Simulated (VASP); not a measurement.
# SnO2 (Pnnm) in VASP: notebook, part 2 of 2

VASP 6.6.1. Earlier steps stand in the parts before.

### 4 Single point, PBEsol

This run uses another cell than the first one, of 12.59 Å³/atom.

Input file INCAR:

```
PREC     = Accurate       # precision mode
ENCUT    = 520            # plane-wave cutoff, eV
EDIFF    = 1E-7           # SCF threshold, eV
ISMEAR   = -1             # smearing method
SIGMA    = 0.05           # smearing width, eV
LREAL    = False          # projectors in reciprocal space
LASPH    = True           # aspherical terms in the spheres
NELM     = 80             # most SCF steps
ALGO     = Normal         # electronic algorithm
ISIF     = 2              # what is computed and relaxed
LWAVE    = False          # write WAVECAR
LCHARG   = False          # write CHGCAR
GGA      = PS             # functional
NBANDS   = 35             # bands
```

Input file KPOINTS:

```
regular mesh
0
Gamma
  5 5 6
```

Input file POSCAR:

```
SnO2
1.0
    4.7880040000      0.0000000000      0.0000000000
    0.0000000000      4.8665820000      0.0000000000
    0.0000000000      0.0000000000      3.2408980000
Sn O
2 4
Direct
    0.0000000000      0.0000000000      0.0000000000
    0.5000000000      0.5000000000      0.5000000000
    0.7081450000      0.6789580000      0.0000000000
    0.2081450000      0.8210420000      0.5000000000
    0.7918550000      0.1789580000      0.5000000000
    0.2918550000      0.3210420000      0.0000000000
```

Potentials or basis: VASP PAW PBE potentials, release 64 (Sn_d, O).

Run with:

```bash
$ cat potpaw_PBE.64/Sn_d/POTCAR potpaw_PBE.64/O/POTCAR > POTCAR
$ mpirun -np 1 vasp_std > vasp.out
```

OUTCAR:

```text
PREC = Accurate
   ENCUT = 520
   EDIFF = 1E-7
   ISMEAR = -1
   LREAL = False
   LASPH = True
   NELM = 80
   ISIF = 2
   GGA = PS

 ion  position               nearest neighbor table
   1  0.000  0.000  0.000-   4 2.09   5 2.09   4 2.09   5 2.09   3 2.10   6 2.10
   2  0.500  0.500  0.500-   3 2.09   6 2.09   3 2.09   6 2.09   5 2.10   4 2.10
   3  0.708  0.679  0.000-   2 2.09   2 2.09   1 2.10
   4  0.208  0.821  0.500-   1 2.09   1 2.09   2 2.10
   5  0.792  0.179  0.500-   1 2.09   1 2.09   2 2.10
   6  0.292  0.321  0.000-   2 2.09   2 2.09   1 2.10

  LATTYP: Found a simple orthorhombic cell.
 ALAT       =     3.2408980000
 B/A-ratio  =     1.4773695439
 C/A-ratio  =     1.5016152930

  Lattice vectors:

 A1 = (   0.0000000000,   0.0000000000,   3.2408980000)
 A2 = (   4.7880040000,   0.0000000000,   0.0000000000)
 A3 = (   0.0000000000,   4.8665820000,   0.0000000000)

Analysis of symmetry for initial positions (statically):
=====================================================================
 Subroutine PRICEL returns:
 Original cell was already a primitive cell.

 Routine SETGRP: Setting up the symmetry group for a
 simple orthorhombic supercell.

 Subroutine GETGRP returns: Found  8 space group operations
 (whereof  4 operations were pure point group operations)
 out of a pool of  8 trial point group operations.

The static configuration has the point symmetry C_2h.
 The point group associated with its full space group is D_2h.

Analysis of symmetry for dynamics (positions and initial velocities):
=====================================================================
 Subroutine PRICEL returns:
 Original cell was already a primitive cell.

 Routine SETGRP: Setting up the symmetry group for a
 simple orthorhombic supercell.

 Subroutine GETGRP returns: Found  8 space group operations
 (whereof  4 operations were pure point group operations)
 out of a pool of  8 trial point group operations.

[... 130 lines left out ...]
  volume/ion in A,a.u.               =      12.59        84.94
  Fermi-wavevector in a.u.,A,eV,Ry     =   1.445644  2.731871 28.434627  2.089886
  Thomas-Fermi vector in A             =   2.563802
   LORBIT       =      0    0 simple, 1 ext, 2 COOP (PROOUT), +10 PAW based schemes
   GGA     = PS    functional components
   LHFCALC =     F    Hartree Fock is set to
   AEXX    =    0.0000 exact exchange contribution
   IVDW    =     0    specifies the selected vdW correction
   LEPSILON=     F    determine dielectric tensor
   LRPA    =     F    only Hartree local field effects (RPA)
 non-spin polarized calculation
  energy-cutoff  :      520.00
  volume of cell :       75.52
 maximum number of plane-waves:      2060
 NGX is ok and might be reduce to    36
   NGX = 17   NGY = 19   NGZ = 13

 number of electron      51.9999998 magnetization

 Free energy of the ion-electron system (eV)
  ---------------------------------------------------
  ext. energy  EPLUGINS =         0.00000000
  ---------------------------------------------------
  free energy    TOTEN  =       -39.61854572 eV

  energy without entropy =      -39.61853332  energy(sigma->0) =      -39.61853952

 E-fermi :   5.6679     XC(G=0): -11.2533

 val. band max:        5.2905454177   @ k =   0.0000   0.0000   0.0000
 cond. band min:       6.0100759127   @ k =   0.0000   0.0000   0.0000
 fundamental gap:      0.7195304950
 Fermi energy:         5.6679279075

 k-point     1 :       0.0000    0.0000    0.0000
  band No.  band energies     occupation
      1     -15.5497      2.00000
      2     -14.8874      2.00000
      3     -14.6865      2.00000
      4     -14.6613      2.00000
      5     -14.6579      2.00000
      6     -14.5910      2.00000
[... 901 lines left out ...]
     34      16.7871      0.00000
     35      17.4406      0.00000

 [... further k-points ...]

------------------------ aborting loop because EDIFF is reached ----------------------------------------

  FORCE on cell =-STRESS in cart. coord.  units (eV):
  Direction    XX          YY          ZZ          XY          YZ          ZX
  --------------------------------------------------------------------------------------
  -------------------------------------------------------------------------------------
  Total       -2.5115064     -2.6287774     -3.0074435     -0.0000000      0.0000000      0.0000000
  in kB      -53.2845073    -55.7725470    -63.8063854     -0.0000000      0.0000000      0.0000000
  external PRESSURE =     -57.6211465 kB  Pullay stress =       0.0000000 kB

 VOLUME and BASIS-vectors are now :
 -----------------------------------------------------------------------------
  energy-cutoff  :      520.00
  volume of cell :       75.52
      direct lattice vectors                 reciprocal lattice vectors
     4.788004000  0.000000000  0.000000000     0.208855298  0.000000000  0.000000000
     0.000000000  4.866582000  0.000000000     0.000000000  0.205483027  0.000000000
     0.000000000  0.000000000  3.240898000     0.000000000  0.000000000  0.308556456

 POSITION                                       TOTAL-FORCE (eV/Angst)
 -----------------------------------------------------------------------------------
      0.00000      0.00000      0.00000         0.000000     -0.000000      0.000000
      2.39400      2.43329      1.62045         0.000000     -0.000000      0.000000
      3.39060      3.30420      0.00000        -0.102779      0.018645     -0.000000
      0.99660      3.99567      1.62045        -0.102779     -0.018645     -0.000000
      3.79140      0.87091      1.62045         0.102779      0.018645      0.000000
      1.39740      1.56238      0.00000         0.102779     -0.018645      0.000000
 -----------------------------------------------------------------------------------
    total drift:                                0.000000      0.000000      0.000000

  FREE ENERGIE OF THE ION-ELECTRON SYSTEM (eV)
  ---------------------------------------------------
  free  energy   TOTEN  =       -39.6185457188 eV

  energy  without entropy=      -39.6185333218  energy(sigma->0) =      -39.61853952
```

stdout:

```text
POSCAR found type information on POSCAR SnO
 POSCAR found :  2 types and       6 ions
 scaLAPACK will be used
 -----------------------------------------------------------------------------
|                                                                             |
|                                                                             |
|     You enforced a specific xc type in the INCAR file but a different       |
|     I HOPE YOU KNOW WHAT YOU ARE DOING!                                     |
|                                                                             |
 -----------------------------------------------------------------------------

 LDA part: xc-table for (Slater+PW92), standard interpolation
 POSCAR, INCAR and KPOINTS ok, starting setup
 FFT: planning ... GRIDC
 FFT: planning ... GRID_SOFT
 FFT: planning ... GRID
 WAVECAR not read
 entering main loop
```

Run time: 2.3 min. Hardware: 1 thread of Intel Xeon 8259CL, shared host; peak memory 0.22 GiB.

Results:

```
Free energy            : -39.6185 eV
Pressure               : -5.8 GPa
Largest force          : 0.104 eV/Å
Band gap on the k mesh : 0.72 eV
```

Forces in eV/Å, atoms in the order of the input:
```
Sn   0.000  0.000  0.000
Sn   0.000  0.000  0.000
O   -0.103  0.019  0.000
O   -0.103 -0.019  0.000
O    0.103  0.019  0.000
O    0.103 -0.019  0.000
```

Stress tensor (GPa, compression positive):
```
-5.33  0.00  0.00
 0.00 -5.58  0.00
 0.00  0.00 -6.38
```

Caveat: the cell stands under tension; the PAW data sets were made with another functional, which shifts forces and pressure a little; spin-orbit coupling is left out, which moves the levels of the heavy elements.

### 5 Summary

| level | potentials or basis | cell | gap on the mesh (eV) | pressure (GPa) | largest force (eV/Å) |
| --- | --- | --- | --- | --- | --- |
| LDA | VASP PAW LDA potentials, release 64 (Sn_d, O) | a = 4.703, b = 4.705, c = 3.185 Å, 6 atoms, atomic positions A | 1.30 | 3.1 | 0.02 |
| PBE | VASP PAW PBE potentials, release 64 (Sn_d, O) | a = 4.788, b = 4.867, c = 3.241 Å, 6 atoms, atomic positions B | 0.80 | 0.0 | 0.07 |
| PBEsol | VASP PAW PBE potentials, release 64 (Sn_d, O) | a = 4.788, b = 4.867, c = 3.241 Å, 6 atoms, atomic positions B | 0.72 | -5.8 | 0.10 |

Alike in all rows: task single point; no spin polarisation; k mesh 5 × 5 × 6; cutoff (eV) 520; smearing fermi-dirac 0.05 eV.

Caveats: spin-orbit coupling is left out, which moves the levels of the heavy elements; the cell stands under pressure (at least some runs); the cell stands under tension (at least some runs); the PAW data sets were made with another functional, which shifts forces and pressure a little (at least some runs).

Absolute energies hang on the potentials; compare differences alone.
